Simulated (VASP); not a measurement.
MnO: electric field gradients with LDA

Crystal: MnO.

```
Mn O
1.0
     0.00000    2.22200    2.26644
     2.22200    0.00000    2.26644
     2.22200    2.22200    0.00000
Mn O
1 1
Direct
  0.00000 0.00000 0.00000
  0.50000 0.50000 0.50000
```

This cell differs from its parent crystal: zz strain of +2 %.

```yaml
Program: VASP 6.6.1
Task: electric field gradients
Functional: LDA
Potentials_or_basis: VASP PAW LDA potentials, release 64 (Mn_pv, O)
Cutoff: 520 eV
k_mesh: 16 × 16 × 16
Occupations: fermi-dirac, width 0.05 eV
Spin: collinear spin, ferromagnetic start
Starting_moments: "[4.0, 0.0] μB"
Dipole_correction: no
Further_INCAR_settings: ALGO = Normal; EDIFF = 1e-08; NBANDS = 20
```

```json
{"Pressure": "-18.5 GPa", "Net moment": "4.59 μB per cell", "Site moments": "Mn +4.17; O +0.19 μB", "Largest electric field gradient by atom": "Mn +4.7; O -3.2 V/Å²", "Valence electrons inside the program's atomic spheres": "Mn 11.36; O 4.92"}
```

Stress tensor (GPa, compression positive):
```
-18.85   0.00   0.00
  0.00 -18.85   0.00
  0.00   0.00 -17.74
```

Levels at points of the mesh, in eV from the Fermi level:
Spin up:
| k point | band 8 | band 9 | band 10 | band 11 | band 12 | band 13 | band 14 | band 15 | band 16 | band 17 |
| --- | --- | --- | --- | --- | --- | --- | --- | --- | --- | --- |
| (0.00, 0.00, 0.00) | -3.01 | -2.92 | -2.92 | -2.50 | -2.44 | -0.43 | 13.98 | 16.17 | 16.17 | 16.17 |
| (0.50, 0.00, 0.00) | -2.08 | -2.05 | -1.67 | 0.23 | 0.39 | 3.50 | 7.59 | 11.51 | 11.92 | 18.29 |
| (0.50, 0.50, 0.00) | -3.95 | -2.05 | -1.79 | -1.79 | -1.72 | 4.92 | 7.56 | 10.55 | 13.55 | 13.55 |
| (0.50, 0.00, 0.50) | -3.94 | -2.04 | -1.81 | -1.77 | -1.68 | 4.95 | 7.78 | 10.31 | 13.19 | 13.49 |
Spin down:
```csv
k point,band 5,band 6,band 7,band 8,band 9,band 10
"(0.00, 0.00, 0.00)",-3.32,-3.32,-3.25,0.34,0.45,0.45
"(0.50, 0.00, 0.00)",-7.31,-4.83,-4.78,1.59,1.60,1.63
"(0.50, 0.50, 0.00)",-6.33,-4.23,-4.23,-1.08,1.59,1.83
"(0.50, 0.00, 0.50)",-6.30,-4.34,-4.21,-1.08,1.63,1.84
```

Electric field gradients, principal values (V/Å²):
```csv
atom,least,middle,greatest (by size)
1 Mn,-2.358,-2.368,4.725
2 O,1.604,1.606,-3.210
```

It took 5.9 min on 1 thread of Intel Xeon 8259CL, on a shared host, peak memory 0.32 GiB.

Caveat: the cell differs from its parent crystal (zz strain of +2 %); the cell stands under tension; without QUAD_EFG the Cq values of the log hold for a quadrupole moment of 1 mb, not for the nuclei; a cell with one magnetic atom can't hold antiferromagnetic order, which such compounds often take; semilocal functionals often make such compounds metallic where correlation or magnetic order opens a gap, which also shifts bond lengths.
